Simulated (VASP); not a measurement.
# CsI (P4/mmm) in VASP: a series of runs, part 2 of 2

VASP 6.6.1. The steps go on from the part before.

## 4. Electric field gradients, LDA (zz strain of -1 %)

File INCAR:

```
SYSTEM = CsI
PREC     = Accurate       ! precision mode
ENCUT    = 400            ! plane-wave cutoff, eV
EDIFF    = 1E-8           ! SCF threshold, eV
ISMEAR   = -1             ! smearing method
SIGMA    = 0.01           ! smearing width, eV
LREAL    = .FALSE.        ! projectors in reciprocal space
LASPH    = .TRUE.         ! aspherical terms in the spheres
NELM     = 120            ! most SCF steps
ALGO     = Normal         ! electronic algorithm
ISIF     = 2              ! what is computed and relaxed
LWAVE    = .FALSE.        ! write WAVECAR
LCHARG   = .FALSE.        ! write CHGCAR
LEFG     = .TRUE.       
NBANDS   = 15             ! bands
GGA_COMPAT= .FALSE.
```

File KPOINTS:

```
regular mesh
0
G
  7 7 7
  0 0 0
```

File POSCAR:

```
CsI
1.0
    4.5667000000      0.0000000000      0.0000000000
    0.0000000000      4.5667000000      0.0000000000
    0.0000000000      0.0000000000      4.5210330000
Cs I
1 1
Direct
    0.0000000000      0.0000000000      0.0000000000
    0.5000000000      0.5000000000      0.5000000000
```

Potentials or basis: VASP PAW LDA potentials, release 64 (Cs_sv, I).

On the command line:

```console
cat potpaw_LDA.64/Cs_sv/POTCAR potpaw_LDA.64/I/POTCAR > POTCAR
mpirun -np 1 vasp_std > vasp.out
```

OUTCAR:

```text
SYSTEM = CsI
   PREC = Accurate
   ENCUT = 400
   EDIFF = 1E-8
   ISMEAR = -1
   LREAL = .FALSE.
   LASPH = .TRUE.
   NELM = 120
   ISIF = 2

 ion  position               nearest neighbor table
   1  0.000  0.000  0.000-
   2  0.500  0.500  0.500-

  LATTYP: Found a simple tetragonal cell.
 ALAT       =     4.5667000000
 C/A-ratio  =     0.9900000000

  Lattice vectors:

 A1 = (   4.5667000000,   0.0000000000,   0.0000000000)
 A2 = (   0.0000000000,   4.5667000000,   0.0000000000)
 A3 = (   0.0000000000,   0.0000000000,   4.5210330000)

Analysis of symmetry for initial positions (statically):
=====================================================================
 Subroutine PRICEL returns:
 Original cell was already a primitive cell.

 Routine SETGRP: Setting up the symmetry group for a
 simple tetragonal supercell.

 Subroutine GETGRP returns: Found 16 space group operations
 (whereof 16 operations were pure point group operations)
 out of a pool of 16 trial point group operations.

The static configuration has the point symmetry D_4h.

Analysis of symmetry for dynamics (positions and initial velocities):
=====================================================================
 Subroutine PRICEL returns:
 Original cell was already a primitive cell.

 Routine SETGRP: Setting up the symmetry group for a
 simple tetragonal supercell.

 Subroutine GETGRP returns: Found 16 space group operations
 (whereof 16 operations were pure point group operations)
 out of a pool of 16 trial point group operations.

The dynamic configuration has the point symmetry D_4h.

[... 163 lines left out ...]
      9       4.2854      0.00000
     10       4.6518      0.00000
     11       4.6797      0.00000
     12       8.3614      0.00000
     13       8.4406      0.00000
     14       8.4406      0.00000
[... 401 lines left out ...]
      2      -9.9266      2.00000
      3      -6.5941      2.00000
      4      -6.5137      2.00000
      5      -6.2114      2.00000
      6      -0.4443      2.00000
      7       0.0349      2.00000
      8       0.5873      2.00000
      9       5.3137      0.00000
     10       5.8875      0.00000
     11       7.0661      0.00000
     12       7.4377      0.00000
     13       7.7113      0.00000
     14       8.8948      0.00000
     15       9.5132      0.00000

 [... further k-points ...]
[... 5 lines left out ...]
  --------------------------------------------------------------------------------------
  -------------------------------------------------------------------------------------
  Total       -0.7810808     -0.7810808     -0.6763645      0.0000000      0.0000000      0.0000000
  in kB      -13.2728420    -13.2728420    -11.4934066      0.0000000      0.0000000      0.0000000
  external PRESSURE =     -12.6796968 kB  Pullay stress =       0.0000000 kB

 VOLUME and BASIS-vectors are now :
 -----------------------------------------------------------------------------
  energy-cutoff  :      400.00
  volume of cell :       94.29
      direct lattice vectors                 reciprocal lattice vectors
     4.566700000  0.000000000  0.000000000     0.218976504  0.000000000  0.000000000
     0.000000000  4.566700000  0.000000000     0.000000000  0.218976504  0.000000000
     0.000000000  0.000000000  4.521033000     0.000000000  0.000000000  0.221188388

 POSITION                                       TOTAL-FORCE (eV/Angst)
 -----------------------------------------------------------------------------------
      0.00000      0.00000      0.00000         0.000000      0.000000      0.000000
      2.28335      2.28335      2.26052         0.000000      0.000000      0.000000
 -----------------------------------------------------------------------------------
    total drift:                                0.000000     -0.000000     -0.000000

  FREE ENERGIE OF THE ION-ELECTRON SYSTEM (eV)
  ---------------------------------------------------
  free  energy   TOTEN  =        -6.1498256416 eV

  energy  without entropy=       -6.1498256416  energy(sigma->0) =       -6.14982564

 Electric field gradients (V/A^2)
---------------------------------------------------------------------
 ion       V_xx      V_yy      V_zz      V_xy      V_xz      V_yz
---------------------------------------------------------------------
   1      -1.897    -1.897     3.794     0.000     0.000    -0.000
   2       3.287     3.287    -6.573     0.000     0.000     0.000
---------------------------------------------------------------------

 Electric field gradients after diagonalization (V/A^2)
 (convention: |V_zz| > |V_xx| > |V_yy|)
----------------------------------------------------------------------
 ion       V_xx      V_yy      V_zz     asymmetry (V_yy - V_xx)/ V_zz
----------------------------------------------------------------------
   1      -1.897    -1.897     3.794       0.000
   2       3.287     3.287    -6.573       0.000
----------------------------------------------------------------------

           NMR quadrupolar parameters

 Cq : quadrupolar parameter    Cq=e*Q*V_zz/h
 eta: asymmetry parameters     (V_yy - V_xx)/ V_zz
 Q  : nuclear electric quadrupole moment in mb (millibarn)
----------------------------------------------------------------------
 ion       Cq(MHz)       eta       Q (mb)
----------------------------------------------------------------------
   1       0.009       0.000       1.000
   2      -0.016       0.000       1.000
----------------------------------------------------------------------
```

Run time: 27 s. Hardware: 1 thread of Intel Xeon Platinum 8259CL at 2.50GHz (Skylake/Cascade Lake), shared host; peak memory 0.17 GiB.

What came out:

| Property | Result |
| --- | --- |
| Free energy | -6.1498 eV |
| Pressure | -1.3 GPa |
| Band gap on the k mesh | 3.57 eV, indirect (least direct gap 3.63 eV) |

Levels at points of the mesh, in eV from the valence-band top:
```tsv
k point	band 6	band 7	band 8	band 9	band 10	band 11
(0.00, 0.00, 0.00)	-0.11	-0.11	-0.06	3.57	3.93	3.96
```

Electric field gradients, principal values (V/Å²):
| atom | least | middle | greatest (by size) |
| --- | --- | --- | --- |
| 1 Cs | -1.897 | -1.897 | 3.794 |
| 2 I | 3.287 | 3.287 | -6.573 |

Caveat: the cell differs from its parent crystal (zz strain of -1 %); without QUAD_EFG the Cq values of the log hold for a quadrupole moment of 1 mb, not for the nuclei; spin-orbit coupling is left out, which moves the levels of the heavy elements.
